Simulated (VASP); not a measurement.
Set up this calculation in VASP 6.6.1, as the native input.

* Task: single point
* Functional: PBE
* Potentials or basis: VASP PAW PBE potentials, release 64 (Zr_sv)
* Cutoff: 520 eV
* k mesh: 10 × 10 × 5
* Occupations: fermi-dirac, width 0.15 eV
* Spin: no spin polarisation
* Dipole correction: no
* Further INCAR settings: ALGO = Normal; EDIFF = 1e-07; NBANDS = 19

The structure of Zr lies in POSCAR:

```
Zr
1.0
    3.2320000000      0.0000000000      0.0000000000
   -1.6160000000      2.7989940000      0.0000000000
    0.0000000000      0.0000000000      5.1470000000
Zr
2
Direct
    0.3333333333      0.6666666667      0.2500000000
    0.6666666667      0.3333333333      0.7500000000
```

The input as run:

INCAR

```
SYSTEM = Zr
  ALGO = Normal
  EDIFF = 1E-7
  ENCUT = 520
  GGA = PE
  ISIF = 2
  ISMEAR = -1
  LASPH = .TRUE.
  LCHARG = .FALSE.
  LREAL = .FALSE.
  LWAVE = .FALSE.
  NBANDS = 19
  NELM = 100
  PREC = Accurate
  SIGMA = 0.15
```

KPOINTS

```
k-points
0
G
  10 10 5
  0 0 0
```

Potentials or basis: VASP PAW PBE potentials, release 64 (Zr_sv).

Launch:

```console
$ cat potpaw_PBE.64/Zr_sv/POTCAR > POTCAR
$ mpirun -np 1 vasp_std > vasp.out
```

It gave:

```
Pressure               : 0.6 GPa
Band gap on the k mesh : zero (band 12 reaches 9.86 eV, above the bottom of band 13 at 8.68 eV)
```

It took 33 s on 1 thread of Intel(R) Xeon(R) Platinum 8259CL CPU @ 2.50GHz (Skylake/Cascade Lake) (shared host), peak memory 0.17 GiB.
